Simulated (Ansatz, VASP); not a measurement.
La in VASP and in Ansatz

The input POSCAR:

```
La
1.0
    3.1610040172      0.0000000000      0.0000000000
    0.0000000000      3.1610040172      0.0000000000
    0.0000000000      0.0000000000      3.1610040172
La
1
Direct
    0.0000000000      0.0000000000      0.0000000000
```

The input INCAR.step1:

```
PREC = Accurate
ENCUT = 520
ISMEAR = -1
SIGMA = 0.1
LREAL = F
LASPH = T
NELM = 100
NBANDS = 12
GGA = PE
ALGO = Normal
EDIFF = 1E-4
LWAVE = T
LCHARG = F
```

File INCAR.step2:

```
PREC = Accurate
ENCUT = 520
EDIFF = 1E-7
ISMEAR = -1
SIGMA = 0.1
LREAL = F
LASPH = T
NELM = 100
ALGO = Normal
ISIF = 2
LWAVE = F
LCHARG = F
METAGGA = R2SCAN
LMIXTAU = T
NBANDS = 12
ISTART = 1
```

File KPOINTS:

```
regular mesh
0
Gamma
  11 11 11
```

Input for Ansatz:

```yaml
crystal:
  lattice:
    - [3.1610040172, 0.0, 0.0]
    - [0.0, 3.1610040172, 0.0]
    - [0.0, 0.0, 3.1610040172]
  atoms:
    - { symbol: La, position: [0.0, 0.0, 0.0] }
hamiltonian:
  xc: r2scan
  pseudopotentials:
    kind: paw
    azcp:
      La: "pseudopotentials/La.paw.azcp"
basis:
  ecutwfc: 500
  fft_grid_basis: typed
kpoints:
  mp_grid: { grid: [11, 11, 11], shift: [0, 0, 0] }
magnetization:
  spin_polarized: false
scf:
  occupations: { method: fermi_dirac, width: 0.1 }
  lower_state_search: "off"
output:
  stress: true
  write_density: true
  write_potential: true
  elf: true
  volumetric_format: npy
```

Alike in both runs: task single point; functional r2SCAN; k mesh 11 × 11 × 11; occupations fermi-dirac, width 0.1 eV; no spin polarisation.

|  | VASP | Ansatz |
| --- | --- | --- |
| version | VASP 6.6.1 | Ansatz 0.2.0 |
| potentials or method | VASP PAW PBE potentials, release 64 (La), cutoff 520 eV | plane waves (500 eV) with PAW, scalar-relativistic |
| valence electrons in the cell | 11 | 11 |

```tsv
	VASP	Ansatz	Ansatz less VASP
pressure (GPa)	4.1	4.0	-0.05
```

VASP's potentials were made for PBE, not for r2SCAN.

Spin-orbit coupling is off throughout.
